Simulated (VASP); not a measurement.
# BaHf3O2 (P6/mmm) in VASP: single point with PBE

Aim: the single point of BaHf3O2 with PBE.

Everything below comes from runs of VASP 6.6.1. Logs are shortened: lines on timing, memory, paths and dates and some standing lists are left out, and cuts for length are marked.

## 1. The cell of the first run

Symmetry: P6/mmm, No. 191, hexagonal system. Conventional cell: a = 5.555 Å, b = 5.555 Å, c = 8.740 Å, α = 90.00°, β = 90.00°, γ = 120.00°. Within 3.2 Å of Ba (site symmetry 6/mmm) lie 2 O at 2.45 Å. Hf (site symmetry -6m2) has 3 Ba at 3.21 Å and 3 Hf at 3.21 Å and 6 O at 4.04 Å within 4.2 Å. Hf (site symmetry 6/mmm) has 2 O at 1.92 Å within 2.5 Å. O (site symmetry 6mm) has 1 Hf at 1.92 Å and 1 Ba at 2.45 Å within 2.5 Å.

## 2. Single point, PBE

INCAR reads:

```
SYSTEM = BaHf3O2
ALGO = Normal
EDIFF = 1E-7
ENCUT = 520
GGA = PE
ISIF = 2
ISMEAR = 0
LASPH = .True.
LCHARG = .True.
LELF = .True.
LREAL = .False.
LVHAR = .True.
LWAVE = .False.
NBANDS = 35
NELM = 80
PREC = Accurate
SIGMA = 0.1
```

KPOINTS reads:

```
k-points
0
Gamma
  12 12 4
  0 0 0
```

POSCAR reads:

```
BaHf3O2
1.0
    5.5547934059      0.0000000000      0.0000000000
   -2.7773967029      4.8105922023      0.0000000000
    0.0000000000      0.0000000000      8.7396333819
Ba Hf O
1 3 2
Direct
    0.0000000000      0.0000000000      0.5000000000
    0.3333333333      0.6666666667      0.5000000000
    0.6666666667      0.3333333333      0.5000000000
    0.0000000000      0.0000000000      0.0000000000
    0.0000000000      0.0000000000      0.7803960197
    0.0000000000      0.0000000000      0.2196039803
```

Potentials or basis: VASP PAW PBE potentials, release 64 (Ba_sv, Hf_pv, O).

Command:

```console
> cat potpaw_PBE.64/Ba_sv/POTCAR potpaw_PBE.64/Hf_pv/POTCAR potpaw_PBE.64/O/POTCAR > POTCAR
> mpirun -np 1 vasp_std > vasp.out
```

OUTCAR:

```text
SYSTEM = BaHf3O2
   EDIFF = 1E-7
   ENCUT = 520
   GGA = PE
   ISIF = 2
   ISMEAR = 0
   LASPH = .True.
   LREAL = .False.
   NELM = 80
   PREC = Accurate

 ion  position               nearest neighbor table
   1  0.000  0.000  0.500-   5 2.45   6 2.45   2 3.21   3 3.21   2 3.21   3 3.21   3 3.21   2 3.21

   2  0.333  0.667  0.500-   1 3.21   3 3.21   3 3.21   1 3.21   1 3.21   3 3.21
   3  0.667  0.333  0.500-   1 3.21   2 3.21   2 3.21   1 3.21   1 3.21   2 3.21
   4  0.000  0.000  0.000-   5 1.92   6 1.92
   5  0.000  0.000  0.780-   4 1.92   1 2.45
   6  0.000  0.000  0.220-   4 1.92   1 2.45

  LATTYP: Found a hexagonal cell.
 ALAT       =     5.5547934059
 C/A-ratio  =     1.5733498518

  Lattice vectors:

 A1 = (   5.5547934059,   0.0000000000,   0.0000000000)
 A2 = (  -2.7773967029,   4.8105922023,   0.0000000000)
 A3 = (   0.0000000000,   0.0000000000,   8.7396333819)

Analysis of symmetry for initial positions (statically):
=====================================================================
 Subroutine PRICEL returns:
 Original cell was already a primitive cell.

 Routine SETGRP: Setting up the symmetry group for a
 hexagonal supercell.

 Subroutine GETGRP returns: Found 24 space group operations
 (whereof 24 operations were pure point group operations)
 out of a pool of 24 trial point group operations.

The static configuration has the point symmetry D_6h.

Analysis of symmetry for dynamics (positions and initial velocities):
=====================================================================
 Subroutine PRICEL returns:
 Original cell was already a primitive cell.

 Routine SETGRP: Setting up the symmetry group for a
 hexagonal supercell.

 Subroutine GETGRP returns: Found 24 space group operations
 (whereof 24 operations were pure point group operations)
 out of a pool of 24 trial point group operations.

The dynamic configuration has the point symmetry D_6h.

 Subroutine INISYM returns: Found 24 space group operations
 (whereof 24 operations are pure point group operations),
 and found     1 'primitive' translations

----------------------------------------------------------------------------------------

                                     Primitive cell

  volume of cell :     233.5391

  direct lattice vectors                    reciprocal lattice vectors
     5.554793406  0.000000000  0.000000000     0.180024697  0.103937307  0.000000000
    -2.777396703  4.810592202  0.000000000     0.000000000  0.207874615  0.000000000
     0.000000000  0.000000000  8.739633382     0.000000000  0.000000000  0.114421276

  length of vectors
     5.554793406  5.554793406  8.739633382     0.207874615  0.207874615  0.114421276

  position of ions in fractional coordinates (direct lattice)
     0.000000000  0.000000000  0.500000000
     0.333333333  0.666666667  0.500000000
     0.666666667  0.333333333  0.500000000
     0.000000000  0.000000000  0.000000000
     0.000000000  0.000000000  0.780396020
     0.000000000  0.000000000  0.219603980

  ion indices of the primitive-cell ions
   primitive index   ion index
                 1           1
                 2           2
                 3           3
                 4           4
                 5           5
                 6           6

----------------------------------------------------------------------------------------

 KPOINTS: k-points

Automatic generation of k-mesh.
 Grid dimensions read from file:
 generate k-points for:   12   12    4

 Generating k-lattice:

  Cartesian coordinates                     Fractional coordinates (reciprocal lattice)
     0.015002058  0.008661442  0.000000000     0.083333333 -0.000000000  0.000000000
     0.000000000  0.017322885  0.000000000     0.000000000  0.083333333  0.000000000
     0.000000000  0.000000000  0.028605319     0.000000000  0.000000000  0.250000000

  Length of vectors
     0.017322885  0.017322885  0.028605319

  Shift w.r.t. Gamma in fractional coordinates (k-lattice)
     0.000000000  0.000000000  0.000000000

 Subroutine IBZKPT returns following result:
 ===========================================

 Found     57 irreducible k-points:

 Following reciprocal coordinates:
            Coordinates               Weight
  0.000000  0.000000  0.000000      1.000000
  0.083333  0.000000  0.000000      6.000000
  0.166667  0.000000  0.000000      6.000000
  0.250000  0.000000  0.000000      6.000000
  0.333333  0.000000  0.000000      6.000000
  0.416667  0.000000  0.000000      6.000000
[... 16 lines left out ...]
  0.250000  0.000000  0.250000     12.000000
  0.333333  0.000000  0.250000     12.000000
 [... further k-points ...]
   k-points           NKPTS =     57   k-points in BZ     NKDIM =     57   number of bands    NBANDS=     35
   number of dos      NEDOS =    301   number of ions     NIONS =      6
   total plane-waves  NPLWV = 123480
   dimension x,y,z NGX =    42 NGY =   42 NGZ =   70
   dimension x,y,z NGXF=    84 NGYF=   84 NGZF=  140
   ions per type =               1   3   2
   NGX,Y,Z   is equivalent  to a cutoff of  12.57, 12.57, 13.32 a.u.
   NGXF,Y,Z  is equivalent  to a cutoff of  25.14, 25.14, 26.63 a.u.
 SYSTEM =  BaHf3O2
   PREC   = accura    normal or accurate (medium, high low for compatibility)
   ISTART =      0    job   : 0-new  1-cont  2-samecut
   ICHARG =      2    charge: 1-file 2-atom 10-const
   ISPIN  =      1    spin polarized calculation?
   LNONCOLLINEAR =      F non collinear calculations
   LSORBIT =      F    spin-orbit coupling
   LASPH  =      T    aspherical Exc in radial PAW
   ENCUT  =  520.0 eV  38.22 Ry    6.18 a.u.  10.33 10.33 16.25*2*pi/ulx,y,z
   NELM   =     80;   NELMIN=  2; NELMDL= -5     # of ELM steps
   EDIFF  = 0.1E-06   stopping-criterion for ELM
   LREAL  =      F    real-space projection
   EDIFFG = 0.1E-05   stopping-criterion for IOM
   NSW    =      0    number of steps for IOM
   IBRION =     -1    ionic relax: 0-MD 1-quasi-New 2-CG
   NFREE  =      0    steps in history (QN), initial steepest desc. (CG)
   ISIF   =      2    stress and relaxation
   ISYM   =      2    0-nonsym 1-usesym 2-fastsym
   POTIM  = 0.5000    time-step for ionic-motion
   TEBEG  =    0.0;   TEEND  =   0.0 temperature during run
   PSTRESS=    0.0 pullay stress
   NELECT =      52.0000    total number of electrons
   NUPDOWN=      -1.0000    fix difference up-down
   EMIN   =  10.00;   EMAX   =-10.00  energy-range for DOS
   EFERMI =   0.00;   METHOD = LEGACY
   ISMEAR =     0;   SIGMA  =   0.10  broadening in eV -4-tet -1-fermi 0-gaus
   EFERMI_NEDOS =   21; number of points for ismear=-14 and -15
   IALGO  =     38    algorithm
   IMIX   =      4    mixing-type and parameters
     AMIX     =   0.40;   BMIX     =  1.00
     AMIX_MAG =   1.60;   BMIX_MAG =  1.00
  volume/ion in A,a.u.               =      38.92       262.67
  Fermi-wavevector in a.u.,A,eV,Ry     =   0.992254  1.875088 13.395853  0.984567
  Thomas-Fermi vector in A             =   2.124053
   LORBIT       =      0    0 simple, 1 ext, 2 COOP (PROOUT), +10 PAW based schemes
   GGA     = PE    functional components
   LHFCALC =     F    Hartree Fock is set to
   AEXX    =    0.0000 exact exchange contribution
   IVDW    =     0    specifies the selected vdW correction
   LEPSILON=     F    determine dielectric tensor
   LRPA    =     F    only Hartree local field effects (RPA)
 non-spin polarized calculation
 Gauss-broadening in eV      SIGMA  =   0.10
  energy-cutoff  :      520.00
  volume of cell :      233.54
 maximum number of plane-waves:      6344
 NGX is ok and might be reduce to    42
   NGX = 21   NGY = 21   NGZ = 33

 number of electron      51.9999991 magnetization

 Free energy of the ion-electron system (eV)
  ---------------------------------------------------
  ext. energy  EPLUGINS =         0.00000000
  ---------------------------------------------------
  free energy    TOTEN  =       -38.84344306 eV

  energy without entropy =      -38.78818783  energy(sigma->0) =      -38.81581545

 E-fermi :   0.3843     XC(G=0):  -7.3168

 val. band max:        0.3819192685   @ k =   0.1667   0.1667   0.2500
 cond. band min:       0.3950757036   @ k =   0.0833   0.0833   0.5000
 fundamental gap:      0.0131564351
 Fermi energy:         0.3842755357

 k-point     1 :       0.0000    0.0000    0.0000
  band No.  band energies     occupation
      1     -31.5599      2.00000
      2     -31.5599      2.00000
      3     -31.4599      2.00000
      4     -31.4067      2.00000
      5     -31.0635      2.00000
      6     -31.0635      2.00000
[... 27 lines left out ...]
     34       1.8535      0.00000
     35       2.1692      0.00000

 k-point     2 :       0.0833    0.0000    0.0000
  band No.  band energies     occupation
      1     -31.5600      2.00000
      2     -31.5599      2.00000
      3     -31.4591      2.00000
      4     -31.4075      2.00000
      5     -31.0652      2.00000
      6     -31.0608      2.00000
[... 27 lines left out ...]
     34       1.9114      0.00000
     35       2.0389      0.00000

 k-point     3 :       0.1667    0.0000    0.0000
  band No.  band energies     occupation
      1     -31.5600      2.00000
      2     -31.5600      2.00000
      3     -31.4567      2.00000
      4     -31.4099      2.00000
      5     -31.0696      2.00000
      6     -31.0532      2.00000
[... 27 lines left out ...]
     34       2.0506      0.00000
     35       2.0658      0.00000

 k-point     4 :       0.2500    0.0000    0.0000
  band No.  band energies     occupation
      1     -31.5601      2.00000
      2     -31.5600      2.00000
      3     -31.4531      2.00000
      4     -31.4135      2.00000
      5     -31.0754      2.00000
      6     -31.0425      2.00000
[... 27 lines left out ...]
     34       1.9281      0.00000
     35       2.3198      0.00000

 k-point     5 :       0.3333    0.0000    0.0000
  band No.  band energies     occupation
      1     -31.5602      2.00000
      2     -31.5600      2.00000
      3     -31.4486      2.00000
      4     -31.4179      2.00000
      5     -31.0810      2.00000
      6     -31.0314      2.00000
[... 638 lines left out ...]
 k-point    22 :       0.1667    0.0000    0.2500
  band No.  band energies     occupation
      1     -31.5600      2.00000
      2     -31.5600      2.00000
      3     -31.4567      2.00000
      4     -31.4099      2.00000
      5     -31.0696      2.00000
      6     -31.0532      2.00000
[... 27 lines left out ...]
     34       1.9352      0.00000
     35       2.1221      0.00000

 k-point    23 :       0.2500    0.0000    0.2500
  band No.  band energies     occupation
      1     -31.5601      2.00000
      2     -31.5600      2.00000
      3     -31.4531      2.00000
      4     -31.4135      2.00000
      5     -31.0754      2.00000
      6     -31.0426      2.00000
[... 27 lines left out ...]
     34       1.9070      0.00000
     35       2.3646      0.00000

 k-point    24 :       0.3333    0.0000    0.2500
  band No.  band energies     occupation
      1     -31.5602      2.00000
      2     -31.5600      2.00000
      3     -31.4486      2.00000
      4     -31.4179      2.00000
      5     -31.0810      2.00000
      6     -31.0314      2.00000
[... 27 lines left out ...]
     34       1.8341      0.00000
     35       2.5997      0.00000

 [... further k-points ...]
[... 5 lines left out ...]
  --------------------------------------------------------------------------------------
  -------------------------------------------------------------------------------------
  Total        0.4588736      0.4588736      1.2647585      0.0000000      0.0000000      0.0000000
  in kB        3.1480670      3.1480670      8.6767790      0.0000000      0.0000000      0.0000000
  external PRESSURE =       4.9909710 kB  Pullay stress =       0.0000000 kB

 VOLUME and BASIS-vectors are now :
 -----------------------------------------------------------------------------
  energy-cutoff  :      520.00
  volume of cell :      233.54
      direct lattice vectors                 reciprocal lattice vectors
     5.554793406  0.000000000  0.000000000     0.180024697  0.103937307  0.000000000
    -2.777396703  4.810592202  0.000000000     0.000000000  0.207874615  0.000000000
     0.000000000  0.000000000  8.739633382     0.000000000  0.000000000  0.114421276

 POSITION                                       TOTAL-FORCE (eV/Angst)
 -----------------------------------------------------------------------------------
      0.00000      0.00000      4.36982         0.000000     -0.000000      0.000000
     -0.00000      3.20706      4.36982        -0.000000     -0.000000      0.000000
      2.77740      1.60353      4.36982         0.000000      0.000000      0.000000
      0.00000      0.00000      0.00000         0.000000     -0.000000      0.000000
      0.00000      0.00000      6.82038        -0.000000     -0.000000      0.500196
      0.00000      0.00000      1.91926         0.000000      0.000000     -0.500196
 -----------------------------------------------------------------------------------
    total drift:                               -0.000000      0.000000     -0.000000

  FREE ENERGIE OF THE ION-ELECTRON SYSTEM (eV)
  ---------------------------------------------------
  free  energy   TOTEN  =       -38.8434430643 eV

  energy  without entropy=      -38.7881878305  energy(sigma->0) =      -38.81581545
```

Wall time 18 min (1 thread of Oxide Virtual Turin-like, shared host); peak memory 0.6 GiB.

Results:

```
Free energy            : -38.8434 eV
Pressure               : 0.5 GPa
Largest force          : 0.500 eV/Å
Band gap on the k mesh : zero (band 26 reaches 0.71 eV, above the bottom of band 27 at 0.18 eV)
```

Forces on the atoms (eV/Å):
```
Ba   0.000  0.000  0.000
Hf   0.000  0.000  0.000
Hf   0.000  0.000  0.000
Hf   0.000  0.000  0.000
O    0.000  0.000  0.500
O    0.000  0.000 -0.500
```

Caveat: spin-orbit coupling is left out, which moves the levels of the heavy elements.
